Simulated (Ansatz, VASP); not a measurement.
# GaSb: VASP beside Ansatz

INCAR

```
PREC = Accurate ; ENCUT = 520
EDIFF = 1E-7 ; ISMEAR = -1
SIGMA = 0.1 ; LREAL = F
LASPH = T ; NELM = 60
ALGO = Normal ; ISIF = 2
LWAVE = F ; LCHARG = F
GGA = CA ; NBANDS = 16
```

Contents of KPOINTS:

```
Automatic mesh
0
Gamma
  11 11 11
```

The input POSCAR:

```
GaSb
1.0
    0.0000000000      2.9632184640      2.9632184640
    2.9632184640      0.0000000000      2.9632184640
    2.9632184640      2.9632184640      0.0000000000
Ga Sb
1 1
Direct
    0.0000000000      0.0000000000      0.0000000000
    0.2500000000      0.2500000000      0.2500000000
```

Input for Ansatz:

```yaml
crystal:
  lattice:
    - [0.0, 2.963218464, 2.963218464]
    - [2.963218464, 0.0, 2.963218464]
    - [2.963218464, 2.963218464, 0.0]
  atoms:
    - { symbol: Ga, position: [0.0, 0.0, 0.0] }
    - { symbol: Sb, position: [0.25, 0.25, 0.25] }
kpoints:
  mp_grid: { grid: [11, 11, 11] }
scf:
  occupations: { method: fermi_dirac, width: 0.1 }
hamiltonian:
  xc: lda
  pseudopotentials: { kind: paw }
output:
  forces: true
  stress: true
  eigenvalues: true
  populations: true
```

Change from the starting cell: volume scaled by 0.94, PAW files.

Alike in both runs: task single point; functional LDA; k mesh 11 × 11 × 11; occupations fermi-dirac, width 0.1 eV; no spin polarisation.

```csv
,VASP,Ansatz
version,VASP 6.6.1,Ansatz 0.2.0
potentials or method,"VASP PAW LDA potentials, release 64 (Ga_d, Sb)","PAW with Ansatz's default frozen-core files, scalar-relativistic"
plane-wave cutoff (eV),520,420
valence electrons in the cell,18,28
```

```csv
,VASP,Ansatz,Ansatz less VASP
pressure (GPa),4.2,4.0,-0.28
```

LDA's correlation is that of Perdew and Zunger in VASP and of Perdew and Wang (1992) in Ansatz. VASP's potentials hold 18 valence electrons a cell and Ansatz's 28, so a difference there can come from the potentials and not from the codes.

Spin-orbit coupling is off throughout.
